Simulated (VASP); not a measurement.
Wanted: the native input for a VASP 6.6.1 run.

```yaml
Task: single point
Functional: r2SCAN
Potentials_or_basis: VASP PAW PBE potentials, release 64 (Ti_sv, C, O)
Cutoff: 520 eV
k_mesh: 9 × 9 × 1
Occupations: gaussian, width 0.1 eV
Spin: no spin polarisation
Dipole_correction: yes
Further_INCAR_settings: ALGO = Normal; EDIFF = 1e-06; NBANDS = 48
```

Ti4C5O, a slab with vacuum:

```
Ti C O
1.0
     3.06036    0.00000    0.00000
     0.00000    3.06036    0.00000
     0.00000    0.00000   26.64200
Ti C O
4 5 1
Cartesian
  1.5302 1.5302 8.5000
  0.0000 0.0000 10.6640
  1.5302 1.5302 12.8039
  0.0000 0.0000 14.9065
  0.0000 0.0000 8.5000
  1.5302 1.5302 10.6640
  0.0000 0.0000 12.8280
  1.5302 1.5302 15.0069
  0.0000 1.5302 18.7996
  0.0000 1.5302 19.9265
```

One way to write it, as run:

POSCAR

```
Ti4C5O
1.0
    3.0603581490      0.0000000000      0.0000000000
    0.0000000000      3.0603581490      0.0000000000
    0.0000000000      0.0000000000     26.6420000000
Ti C O
4 5 1
Direct
    0.5000000000      0.5000000000      0.3190451167
    0.0000000000      0.0000000000      0.4002702500
    0.5000000000      0.5000000000      0.4805901955
    0.0000000000      0.0000000000      0.5595101325
    0.0000000000      0.0000000000      0.3190451167
    0.5000000000      0.5000000000      0.4002702500
    0.0000000000      0.0000000000      0.4814949728
    0.5000000000      0.5000000000      0.5632788252
    0.0000000000      0.5000000000      0.7056377918
    0.0000000000      0.5000000000      0.7479362328
```

INCAR.step1

```
ALGO = Normal
DIPOL = 0.5 0.5 0.498
EDIFF = 1E-4
ENCUT = 520
GGA = PE
IDIPOL = 3
ISMEAR = 0
LASPH = True
LCHARG = False
LDIPOL = True
LREAL = False
LWAVE = True
NBANDS = 48
NELM = 100
PREC = Accurate
SIGMA = 0.1
```

INCAR.step2

```
ALGO = Normal
DIPOL = 0.5 0.5 0.498
EDIFF = 1E-6
ENCUT = 520
IDIPOL = 3
ISIF = 2
ISMEAR = 0
ISTART = 1
LASPH = True
LCHARG = False
LDIPOL = True
LMIXTAU = True
LREAL = False
LWAVE = False
METAGGA = R2SCAN
NBANDS = 48
NELM = 100
PREC = Accurate
SIGMA = 0.1
```

KPOINTS

```
k-points
0
Gamma
  9 9 1
```

Potentials or basis: VASP PAW PBE potentials, release 64 (Ti_sv, C, O).

Launch:

```bash
$ cat potpaw_PBE.64/Ti_sv/POTCAR potpaw_PBE.64/C/POTCAR potpaw_PBE.64/O/POTCAR > POTCAR
$ cp INCAR.step1 INCAR
$ mpirun -np 1 vasp_std > vasp.out
$ cp INCAR.step2 INCAR
$ mpirun -np 1 vasp_std > vasp.out
```

It gave:

```yaml
Largest_force: 1.348 eV/Å
Band_gap_on_the_k_mesh: zero (bands 37 and 38 overlap by 0.60 eV)
```

Caveat: the PAW data sets were made with another functional, which shifts forces and pressure a little.

It took 52 min on 1 thread of Intel Xeon 8259CL, with other jobs on the host, peak memory 0.54 GiB.
